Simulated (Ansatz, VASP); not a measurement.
## One calculation of Ta2Si, two programs

POSCAR

```
Ta2Si
1.0
   -3.2074781903      3.2074781903      2.4237141217
    3.2074781903     -3.2074781903      2.4237141217
    3.2074781903      3.2074781903     -2.4237141217
Ta Si
4 2
Direct
    0.6635845217      0.8364154783      0.5000000000
    0.8364154783      0.3364154783      0.1728309566
    0.3364154783      0.1635845217      0.5000000000
    0.1635845217      0.6635845217      0.8271690434
    0.2500000000      0.2500000000      0.0000000000
    0.7500000000      0.7500000000      0.0000000000
```

INCAR.step1

```
SYSTEM = Ta2Si
ALGO     = Normal         ! electronic algorithm
EDIFF    = 1E-4           ! SCF threshold, eV
ENCUT    = 520            ! plane-wave cutoff, eV
GGA      = PE             ! functional
ISMEAR   = 0              ! smearing method
LASPH    = .True.         ! aspherical terms in the spheres
LCHARG   = .False.        ! write CHGCAR
LREAL    = .False.        ! projectors in reciprocal space
LWAVE    = .True.         ! write WAVECAR
NBANDS   = 35             ! bands
NELM     = 80             ! most SCF steps
PREC     = Accurate       ! precision mode
SIGMA    = 0.15           ! smearing width, eV
```

Contents of INCAR.step2:

```
SYSTEM = Ta2Si
ALGO     = Normal         ! electronic algorithm
EDIFF    = 1E-6           ! SCF threshold, eV
ENCUT    = 520            ! plane-wave cutoff, eV
ISIF     = 2              ! what is computed and relaxed
ISMEAR   = 0              ! smearing method
ISTART   = 1            
LASPH    = .True.         ! aspherical terms in the spheres
LCHARG   = .False.        ! write CHGCAR
LMIXTAU  = .True.       
LREAL    = .False.        ! projectors in reciprocal space
LWAVE    = .False.        ! write WAVECAR
METAGGA  = R2SCAN         ! meta-GGA
NBANDS   = 35             ! bands
NELM     = 80             ! most SCF steps
PREC     = Accurate       ! precision mode
SIGMA    = 0.15           ! smearing width, eV
```

The input KPOINTS:

```
k-points
0
Gamma
  12 12 12
  0 0 0
```

Input for Ansatz:

```yaml
crystal:
  lattice:
    - [-3.2074781903, 3.2074781903, 2.4237141217]
    - [3.2074781903, -3.2074781903, 2.4237141217]
    - [3.2074781903, 3.2074781903, -2.4237141217]
  atoms:
    - { symbol: Ta, position: [0.6635845217, 0.8364154783, 0.5] }
    - { symbol: Ta, position: [0.8364154783, 0.3364154783, 0.1728309566] }
    - { symbol: Ta, position: [0.3364154783, 0.1635845217, 0.5] }
    - { symbol: Ta, position: [0.1635845217, 0.6635845217, 0.8271690434] }
    - { symbol: Si, position: [0.25, 0.25, 0.0] }
    - { symbol: Si, position: [0.75, 0.75, 0.0] }
basis:
  ecutwfc: 500
kpoints:
  mp_grid: { grid: [12, 12, 12] }
hamiltonian:
  xc: r2scan
scf:
  occupations: { method: gaussian, width: 0.15 }
output:
  forces: true
  stress: true
  eigenvalues: true
  write_density: true
  write_potential: true
  elf: true
  volumetric_format: npy
```

Change from the starting cell: strain +0.040 along x and y, -0.040 along z, atoms carried along.

Alike in both runs: task single point; functional r2SCAN; k mesh 12 × 12 × 12; occupations gaussian, width 0.15 eV; no spin polarisation.

|  | VASP | Ansatz |
| --- | --- | --- |
| version | VASP 6.6.1 | Ansatz 0.2.0 |
| potentials or method | VASP PAW PBE potentials, release 64 (Ta_pv, Si), cutoff 520 eV | scalar-relativistic, plane waves, PAW |
| valence electrons in the cell | 52 | 60 |

Ansatz gave:

```
gap on the k mesh at the Fermi level (eV)                     : none
pressure (GPa)                                                : -7.3
traceless stress, the component that is largest in VASP (GPa) : 12.50
rms of the force components (eV/Å)                            : 0.031
```

Problem. What did VASP give for the same quantities?

Solution. gap on the k mesh at the Fermi level (eV): none; pressure (GPa): -6.9; traceless stress, the component that is largest in VASP (GPa): 12.43; rms of the force components (eV/Å): 0.032.

VASP's potentials were made for PBE, not for r2SCAN. Atom by atom the forces differ by 0.002 eV/Å (rms over components). A gap of «none» marks a metal or a gap that the smearing closes. VASP's potentials hold 52 valence electrons a cell and Ansatz's 60, so a difference there can come from the potentials and not from the codes.

Neither program's run includes spin-orbit coupling.
